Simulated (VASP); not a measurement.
# Al2GaP3 (I-4m2) in VASP: a series of runs

The runs below take Al2GaP3 through single point, with PBE.

Program: VASP 6.6.1. These are calculated values, not measurements. Logs are shortened: lines on timing, memory, paths and dates and some standing lists are left out, and cuts for length are marked.

## (1) The cell of the first run

It takes space group I-4m2 (No. 119, tetragonal). Conventional cell: a = 3.895 Å, b = 3.895 Å, c = 16.514 Å, α = 90.00°, β = 90.00°, γ = 90.00°. Within 3.1 Å of Al (site symmetry 2mm) lie 4 P at 2.38 Å. Within 3.2 Å of Ga (site symmetry -4m2) lie 4 P at 2.39 Å. P (site symmetry 2mm) has 2 Al at 2.38 Å and 2 Ga at 2.39 Å within 3.1 Å. Within 3.1 Å of P (site symmetry -4m2) lie 4 Al at 2.38 Å.

## (2) Single point, PBE

INCAR

```
SYSTEM = Al2GaP3
  ALGO = Normal
  EDIFF = 1E-6
  ENCUT = 500
  GGA = PE
  GGA_COMPAT = .False.
  ISIF = 2
  ISMEAR = 0
  LASPH = .True.
  LCHARG = .False.
  LREAL = .False.
  LWAVE = .False.
  NBANDS = 26
  NELM = 120
  PREC = Accurate
  SIGMA = 0.1
```

KPOINTS

```
k-points
0
Gamma
  6 6 6
  0 0 0
```

POSCAR

```
Al2GaP3
1.0
   -1.9475160000      1.9475160000      8.2571738000
    1.9475160000     -1.9475160000      8.2571738000
    1.9475160000      1.9475160000     -8.2571738000
Al Ga P
2 1 3
Direct
    0.6666770000      0.6666770000      0.0000000000
    0.3333230000      0.3333230000      0.0000000000
    0.0000000000      0.0000000000      0.0000000000
    0.4162950000      0.9162950000      0.5000000000
    0.0837050000      0.5837050000      0.5000000000
    0.7500000000      0.2500000000      0.5000000000
```

Potentials or basis: VASP PAW PBE potentials, release 64 (Al, Ga_d, P).

On the command line:

```
cat potpaw_PBE.64/Al/POTCAR potpaw_PBE.64/Ga_d/POTCAR potpaw_PBE.64/P/POTCAR > POTCAR
mpirun -np 1 vasp_std > vasp.out
```

OUTCAR:

```text
SYSTEM = Al2GaP3
   EDIFF = 1E-6
   ENCUT = 500
   GGA = PE
   ISIF = 2
   ISMEAR = 0
   LASPH = .True.
   LREAL = .False.
   NELM = 120
   PREC = Accurate

 ion  position               nearest neighbor table
   1  0.667  0.667  0.000-   5 2.38   5 2.38   6 2.38   6 2.38
   2  0.333  0.333  0.000-   4 2.38   4 2.38   6 2.38   6 2.38
   3  0.000  0.000  0.000-   4 2.39   5 2.39   5 2.39   4 2.39
   4  0.416  0.916  0.500-   2 2.38   2 2.38   3 2.39   3 2.39
   5  0.084  0.584  0.500-   1 2.38   1 2.38   3 2.39   3 2.39
   6  0.750  0.250  0.500-   1 2.38   2 2.38   2 2.38   1 2.38

  LATTYP: Found a body centered tetragonal cell.
 ALAT       =     3.8950320000
 C/A-ratio  =     4.2398490179

  Lattice vectors:

 A1 = (  -1.9475160000,   1.9475160000,   8.2571738000)
 A2 = (   1.9475160000,  -1.9475160000,   8.2571738000)
 A3 = (   1.9475160000,   1.9475160000,  -8.2571738000)

Analysis of symmetry for initial positions (statically):
=====================================================================
 Subroutine PRICEL returns:
 Original cell was already a primitive cell.

 Routine SETGRP: Setting up the symmetry group for a
 body centered tetragonal supercell.

 Subroutine GETGRP returns: Found  8 space group operations
 (whereof  8 operations were pure point group operations)
 out of a pool of 16 trial point group operations.

The static configuration has the point symmetry D_2d.

Analysis of symmetry for dynamics (positions and initial velocities):
=====================================================================
 Subroutine PRICEL returns:
 Original cell was already a primitive cell.

 Routine SETGRP: Setting up the symmetry group for a
 body centered tetragonal supercell.

 Subroutine GETGRP returns: Found  8 space group operations
 (whereof  8 operations were pure point group operations)
 out of a pool of 16 trial point group operations.

The dynamic configuration has the point symmetry D_2d.

 Subroutine INISYM returns: Found  8 space group operations
 (whereof  8 operations are pure point group operations),
 and found     1 'primitive' translations

----------------------------------------------------------------------------------------

                                     Primitive cell

  volume of cell :     125.2718

  direct lattice vectors                    reciprocal lattice vectors
    -1.947516000  1.947516000  8.257173800     0.000000000  0.256737300  0.060553406
     1.947516000 -1.947516000  8.257173800     0.256737300  0.000000000  0.060553406
     1.947516000  1.947516000 -8.257173800     0.256737300  0.256737300  0.000000000

  length of vectors
     8.704398676  8.704398676  8.704398676     0.263781645  0.263781645  0.363081372

  position of ions in fractional coordinates (direct lattice)
     0.666677000  0.666677000  0.000000000
     0.333323000  0.333323000  0.000000000
     0.000000000  0.000000000  0.000000000
     0.416295000  0.916295000  0.500000000
     0.083705000  0.583705000  0.500000000
     0.750000000  0.250000000  0.500000000

  ion indices of the primitive-cell ions
   primitive index   ion index
                 1           1
                 2           2
                 3           3
                 4           4
                 5           5
                 6           6

----------------------------------------------------------------------------------------

 KPOINTS: k-points

Automatic generation of k-mesh.
 Grid dimensions read from file:
 generate k-points for:    6    6    6

 Generating k-lattice:

  Cartesian coordinates                     Fractional coordinates (reciprocal lattice)
     0.000000000  0.042789550  0.010092234     0.166666667 -0.000000000  0.000000000
     0.042789550  0.000000000  0.010092234    -0.000000000  0.166666667  0.000000000
     0.042789550  0.042789550  0.000000000     0.000000000  0.000000000  0.166666667

  Length of vectors
     0.043963608  0.043963608  0.060513562

  Shift w.r.t. Gamma in fractional coordinates (k-lattice)
     0.000000000  0.000000000  0.000000000

 Subroutine IBZKPT returns following result:
 ===========================================

 Found     30 irreducible k-points:

 Following reciprocal coordinates:
            Coordinates               Weight
  0.000000  0.000000  0.000000      1.000000
  0.166667  0.000000  0.000000      8.000000
  0.333333  0.000000  0.000000      8.000000
  0.500000  0.000000 -0.000000      4.000000
  0.166667  0.166667  0.000000      8.000000
  0.333333  0.166667  0.000000     16.000000
[... 16 lines left out ...]
 -0.333333 -0.333333  0.166667      8.000000
 -0.166667 -0.333333  0.166667      8.000000
 [... further k-points ...]
   k-points           NKPTS =     30   k-points in BZ     NKDIM =     30   number of bands    NBANDS=     26
   number of dos      NEDOS =    301   number of ions     NIONS =      6
   total plane-waves  NPLWV = 262144
   dimension x,y,z NGX =    64 NGY =   64 NGZ =   64
   dimension x,y,z NGXF=   128 NGYF=  128 NGZF=  128
   ions per type =               2   1   3
   NGX,Y,Z   is equivalent  to a cutoff of  12.22, 12.22, 12.22 a.u.
   NGXF,Y,Z  is equivalent  to a cutoff of  24.45, 24.45, 24.45 a.u.
 SYSTEM =  Al2GaP3
   PREC   = accura    normal or accurate (medium, high low for compatibility)
   ISTART =      0    job   : 0-new  1-cont  2-samecut
   ICHARG =      2    charge: 1-file 2-atom 10-const
   ISPIN  =      1    spin polarized calculation?
   LNONCOLLINEAR =      F non collinear calculations
   LSORBIT =      F    spin-orbit coupling
   LASPH  =      T    aspherical Exc in radial PAW
   ENCUT  =  500.0 eV  36.75 Ry    6.06 a.u.  15.87 15.87 15.87*2*pi/ulx,y,z
   NELM   =    120;   NELMIN=  2; NELMDL= -5     # of ELM steps
   EDIFF  = 0.1E-05   stopping-criterion for ELM
   LREAL  =      F    real-space projection
   EDIFFG = 0.1E-04   stopping-criterion for IOM
   NSW    =      0    number of steps for IOM
   IBRION =     -1    ionic relax: 0-MD 1-quasi-New 2-CG
   NFREE  =      0    steps in history (QN), initial steepest desc. (CG)
   ISIF   =      2    stress and relaxation
   ISYM   =      2    0-nonsym 1-usesym 2-fastsym
   POTIM  = 0.5000    time-step for ionic-motion
   TEBEG  =    0.0;   TEEND  =   0.0 temperature during run
   PSTRESS=    0.0 pullay stress
   NELECT =      34.0000    total number of electrons
   NUPDOWN=      -1.0000    fix difference up-down
   EMIN   =  10.00;   EMAX   =-10.00  energy-range for DOS
   EFERMI =   0.00;   METHOD = LEGACY
   ISMEAR =     0;   SIGMA  =   0.10  broadening in eV -4-tet -1-fermi 0-gaus
   EFERMI_NEDOS =   21; number of points for ismear=-14 and -15
   IALGO  =     38    algorithm
   IMIX   =      4    mixing-type and parameters
     AMIX     =   0.40;   BMIX     =  1.00
     AMIX_MAG =   1.60;   BMIX_MAG =  1.00
  volume/ion in A,a.u.               =      20.88       140.90
  Fermi-wavevector in a.u.,A,eV,Ry     =   1.059945  2.003006 15.285918  1.123483
  Thomas-Fermi vector in A             =   2.195308
   LORBIT       =      0    0 simple, 1 ext, 2 COOP (PROOUT), +10 PAW based schemes
   GGA     = PE    functional components
   LHFCALC =     F    Hartree Fock is set to
   AEXX    =    0.0000 exact exchange contribution
   IVDW    =     0    specifies the selected vdW correction
   LEPSILON=     F    determine dielectric tensor
   LRPA    =     F    only Hartree local field effects (RPA)
 non-spin polarized calculation
 Gauss-broadening in eV      SIGMA  =   0.10
  energy-cutoff  :      500.00
  volume of cell :      125.27
 maximum number of plane-waves:      3195
   NGX = 31   NGY = 31   NGZ = 31

 number of electron      33.9999999 magnetization

 Free energy of the ion-electron system (eV)
  ---------------------------------------------------
  ext. energy  EPLUGINS =         0.00000000
  ---------------------------------------------------
  free energy    TOTEN  =       -29.85988431 eV

  energy without entropy =      -29.85988431  energy(sigma->0) =      -29.85988431

 E-fermi :   4.7806     XC(G=0):  -9.3031

 val. band max:        4.3465167428   @ k =   0.0000   0.0000   0.0000
 cond. band min:       5.9864481885   @ k =   0.5000   0.5000  -0.0000
 fundamental gap:      1.6399314457
 Fermi energy:         4.7805542773

 k-point     1 :       0.0000    0.0000    0.0000
  band No.  band energies     occupation
      1      -9.9344      2.00000
      2      -9.8540      2.00000
      3      -9.8540      2.00000
      4      -9.8083      2.00000
      5      -9.7819      2.00000
      6      -7.3330      2.00000
[... 18 lines left out ...]
     25       8.6569      0.00000
     26      12.4179      0.00000

 k-point     2 :       0.1667    0.0000    0.0000
  band No.  band energies     occupation
      1      -9.9277      2.00000
      2      -9.8645      2.00000
      3      -9.8535      2.00000
      4      -9.8048      2.00000
      5      -9.7847      2.00000
      6      -7.1126      2.00000
[... 18 lines left out ...]
     25       9.4938      0.00000
     26      10.6403      0.00000

 k-point     3 :       0.3333    0.0000    0.0000
  band No.  band energies     occupation
      1      -9.9172      2.00000
      2      -9.8822      2.00000
      3      -9.8525      2.00000
      4      -9.7971      2.00000
      5      -9.7905      2.00000
      6      -6.5001      2.00000
[... 18 lines left out ...]
     25       9.9171      0.00000
     26      10.6716      0.00000

 k-point     4 :       0.5000    0.0000   -0.0000
  band No.  band energies     occupation
      1      -9.9154      2.00000
      2      -9.8878      2.00000
      3      -9.8520      2.00000
      4      -9.7934      2.00000
      5      -9.7928      2.00000
      6      -5.8019      2.00000
[... 18 lines left out ...]
     25       9.7985      0.00000
     26      10.0134      0.00000

 k-point     5 :       0.1667    0.1667    0.0000
  band No.  band energies     occupation
      1      -9.9216      2.00000
      2      -9.8696      2.00000
      3      -9.8555      2.00000
      4      -9.8021      2.00000
      5      -9.7879      2.00000
      6      -6.8754      2.00000
[... 18 lines left out ...]
     25       9.9037      0.00000
     26      10.0025      0.00000

 k-point     6 :       0.3333    0.1667    0.0000
  band No.  band energies     occupation
      1      -9.9134      2.00000
      2      -9.8841      2.00000
      3      -9.8516      2.00000
      4      -9.7956      2.00000
      5      -9.7942      2.00000
      6      -6.2625      2.00000
[... 427 lines left out ...]
 k-point    21 :      -0.3333    0.5000    0.1667
  band No.  band energies     occupation
      1      -9.9135      2.00000
      2      -9.8841      2.00000
      3      -9.8516      2.00000
      4      -9.7955      2.00000
      5      -9.7942      2.00000
      6      -6.1463      2.00000
[... 18 lines left out ...]
     25      10.1726      0.00000
     26      10.4577      0.00000

 k-point    22 :      -0.1667    0.5000    0.1667
  band No.  band energies     occupation
      1      -9.9173      2.00000
      2      -9.8822      2.00000
      3      -9.8525      2.00000
      4      -9.7970      2.00000
      5      -9.7905      2.00000
      6      -6.4001      2.00000
[... 18 lines left out ...]
     25      10.4196      0.00000
     26      11.3699      0.00000

 k-point    23 :      -0.3333   -0.3333    0.1667
  band No.  band energies     occupation
      1      -9.9217      2.00000
      2      -9.8695      2.00000
      3      -9.8555      2.00000
      4      -9.8020      2.00000
      5      -9.7879      2.00000
      6      -6.7585      2.00000
[... 18 lines left out ...]
     25      10.0047      0.00000
     26      10.1464      0.00000

 k-point    24 :      -0.1667   -0.3333    0.1667
  band No.  band energies     occupation
      1      -9.9278      2.00000
      2      -9.8644      2.00000
      3      -9.8535      2.00000
      4      -9.8047      2.00000
      5      -9.7847      2.00000
      6      -7.0289      2.00000
[... 18 lines left out ...]
     25       9.6666      0.00000
     26      10.0911      0.00000

 [... further k-points ...]
[... 5 lines left out ...]
  --------------------------------------------------------------------------------------
  -------------------------------------------------------------------------------------
  Total       -0.0016555     -0.0016555     -0.0942157      0.0000000      0.0000000      0.0000000
  in kB       -0.0211728     -0.0211728     -1.2049809      0.0000000      0.0000000      0.0000000
  external PRESSURE =      -0.4157755 kB  Pullay stress =       0.0000000 kB

 VOLUME and BASIS-vectors are now :
 -----------------------------------------------------------------------------
  energy-cutoff  :      500.00
  volume of cell :      125.27
      direct lattice vectors                 reciprocal lattice vectors
    -1.947516000  1.947516000  8.257173800     0.000000000  0.256737300  0.060553406
     1.947516000 -1.947516000  8.257173800     0.256737300  0.000000000  0.060553406
     1.947516000  1.947516000 -8.257173800     0.256737300  0.256737300  0.000000000

 POSITION                                       TOTAL-FORCE (eV/Angst)
 -----------------------------------------------------------------------------------
      0.00000      0.00000     11.00974        -0.000000     -0.000000     -0.000094
      0.00000      0.00000      5.50461        -0.000000     -0.000000      0.000094
      0.00000      0.00000      0.00000        -0.000000     -0.000000      0.000000
      1.94752      0.00000      6.87484         0.000000      0.000000     -0.006802
      1.94752      0.00000      1.38233        -0.000000     -0.000000      0.006802
      0.00000      1.94752      4.12859        -0.000000     -0.000000      0.000000
 -----------------------------------------------------------------------------------
    total drift:                               -0.000000      0.000000      0.000000

  FREE ENERGIE OF THE ION-ELECTRON SYSTEM (eV)
  ---------------------------------------------------
  free  energy   TOTEN  =       -29.8598843055 eV

  energy  without entropy=      -29.8598843055  energy(sigma->0) =      -29.85988431
```

It took 8.4 min on 1 thread of Intel Xeon 8259CL, shared host; peak memory 0.61 GiB.

What came out:

| Property | Result |
| --- | --- |
| Free energy | -29.8599 eV |
| Pressure | 0.0 GPa |
| Largest force | 0.007 eV/Å |
| Band gap on the k mesh | 1.64 eV (least direct gap 1.84 eV) |

Forces in eV/Å, atoms in the order of the input:
```
Al   0.000  0.000  0.000
Al   0.000  0.000  0.000
Ga   0.000  0.000  0.000
P    0.000  0.000 -0.007
P    0.000  0.000  0.007
P    0.000  0.000  0.000
```

## (3) Single point, PBE

This run uses another cell than the first one: it holds 12 atoms, not 6.

INCAR

```
ALGO = Normal
EDIFF = 1E-6
ENCUT = 500
GGA = PE
GGA_COMPAT = False
ISIF = 2
ISMEAR = 0
LASPH = True
LCHARG = True
LELF = True
LREAL = False
LVHAR = True
LWAVE = False
NBANDS = 46
NELM = 120
PREC = Accurate
SIGMA = 0.1
```

KPOINTS

```
k-points
0
Gamma
  4 4 4
```

POSCAR

```
Al2GaP3
1.0
   -3.8950320000      3.8950320000      0.0000000000
    3.8950320000      3.8950320000      0.0000000000
    1.9475160000     -1.9475160000     -8.2571738000
Al Ga P
4 2 6
Direct
    0.3333230000      1.0000000000      0.6666460000
    0.8333230000      0.5000000000      0.6666460000
    0.6666770000      0.0000000000      0.3333540000
    0.1666770000      0.5000000000      0.3333540000
    0.0000000000      0.0000000000      0.0000000000
    0.5000000000      0.5000000000      0.0000000000
    0.3337050000      0.2500000000      0.1674100000
    0.8337050000      0.7500000000      0.1674100000
    0.6662950000      0.2500000000      0.8325900000
    0.1662950000      0.7500000000      0.8325900000
    1.0000000000      0.2500000000      0.5000000000
    0.5000000000      0.7500000000      0.5000000000
```

Potentials or basis: VASP PAW PBE potentials, release 64 (Al, Ga_d, P).

On the command line:

```
cat potpaw_PBE.64/Al/POTCAR potpaw_PBE.64/Ga_d/POTCAR potpaw_PBE.64/P/POTCAR > POTCAR
mpirun -np 1 vasp_std > vasp.out
```

Run time: 5.8 min. Hardware: 1 thread of Intel Xeon 8259CL, shared host; peak memory 0.42 GiB.

The run converged. Its results:

```
Free energy            : -59.7370 eV
Pressure               : 0.0 GPa
Largest force          : 0.005 eV/Å
Band gap on the k mesh : 1.64 eV
```

Forces on the atoms (eV/Å):
```
Al   0.000  0.000  0.001
Al   0.000  0.000  0.001
Al   0.000  0.000 -0.001
Al   0.000  0.000 -0.001
Ga   0.000  0.000  0.000
Ga   0.000  0.000  0.000
P    0.000  0.000 -0.005
P    0.000  0.000 -0.005
P    0.000  0.000  0.005
P    0.000  0.000  0.005
P    0.000  0.000  0.000
P    0.000  0.000  0.000
```

Levels at points of the mesh, in eV from the valence-band top:
```tsv
k point	band 30	band 31	band 32	band 33	band 34	band 35	band 36	band 37	band 38	band 39
(0.00, 0.00, 0.00)	-1.79	-1.79	-0.02	0.00	0.00	1.64	1.84	2.18	2.28	2.56
(0.50, 0.00, 0.00)	-1.69	-1.16	-1.16	-0.93	-0.93	3.05	3.05	3.51	3.51	4.07
(0.00, 0.50, 0.00)	-1.47	-1.37	-1.37	-1.37	-1.37	2.58	2.58	3.33	3.33	3.70
(0.50, 0.50, 0.00)	-0.92	-0.85	-0.85	-0.82	-0.82	2.23	2.23	3.42	3.42	3.53
(0.00, 0.00, 0.50)	-1.65	-0.91	-0.91	-0.69	-0.69	1.64	1.66	2.18	2.19	3.21
(0.00, 0.50, 0.50)	-2.28	-0.89	-0.89	-0.87	-0.87	3.73	3.73	4.19	4.19	4.48
```

A k mesh can miss the band edges.

## (4) Single point, PBE

INCAR

```
PREC = Accurate ; ENCUT = 500
EDIFF = 1E-6 ; ISMEAR = 0
SIGMA = 0.02 ; LREAL = False
LASPH = True ; NELM = 120
ALGO = Normal ; ISIF = 2
LWAVE = False ; LCHARG = False
GGA = PE ; NBANDS = 26
GGA_COMPAT = False
```

KPOINTS

```
regular mesh
0
Gamma
  10 10 10
```

POSCAR

```
Al2GaP3
1.0
   -1.9475160000      1.9475160000      8.2571738000
    1.9475160000     -1.9475160000      8.2571738000
    1.9475160000      1.9475160000     -8.2571738000
Al Ga P
2 1 3
Direct
    0.6666770000      0.6666770000      0.0000000000
    0.3333230000      0.3333230000      0.0000000000
    0.0000000000      0.0000000000      0.0000000000
    0.4162950000      0.9162950000      0.5000000000
    0.0837050000      0.5837050000      0.5000000000
    0.7500000000      0.2500000000      0.5000000000
```

On the command line:

```
cat potpaw_PBE.64/Al/POTCAR potpaw_PBE.64/Ga_d/POTCAR potpaw_PBE.64/P/POTCAR > POTCAR
mpirun -np 1 vasp_std > vasp.out
```

Wall time 26 min (1 thread of Intel Xeon 8259CL, shared host); peak memory 0.76 GiB.

The run converged. Its results:

- Free energy: -29.8702 eV
- Pressure: -0.1 GPa
- Largest force: 0.005 eV/Å
- Band gap on the k mesh: 1.64 eV (least direct gap 1.84 eV)

Forces in eV/Å, atoms in the order of the input:
```
Al   0.000  0.000  0.001
Al   0.000  0.000 -0.001
Ga   0.000  0.000  0.000
P    0.000  0.000 -0.005
P    0.000  0.000  0.005
P    0.000  0.000  0.000
```

Levels at points of the mesh, in eV from the valence-band top:
```tsv
k point	band 13	band 14	band 15	band 16	band 17	band 18	band 19	band 20	band 21	band 22
(0.00, 0.00, 0.00)	-1.79	-1.79	-0.02	0.00	0.00	1.84	2.28	2.56	3.12	3.20
(0.50, 0.00, 0.00)	-2.28	-0.96	-0.92	-0.85	-0.82	2.23	3.42	3.53	4.75	4.76
(0.50, 0.50, 0.00)	-2.92	-2.78	-2.75	-2.22	-2.22	1.64	2.19	3.24	3.53	4.08
(0.50, 0.50, 0.50)	-1.65	-0.91	-0.91	-0.69	-0.69	1.66	2.19	3.22	3.39	4.15
```

A k mesh can miss the band edges.

(Continued in part 2 of 2.)
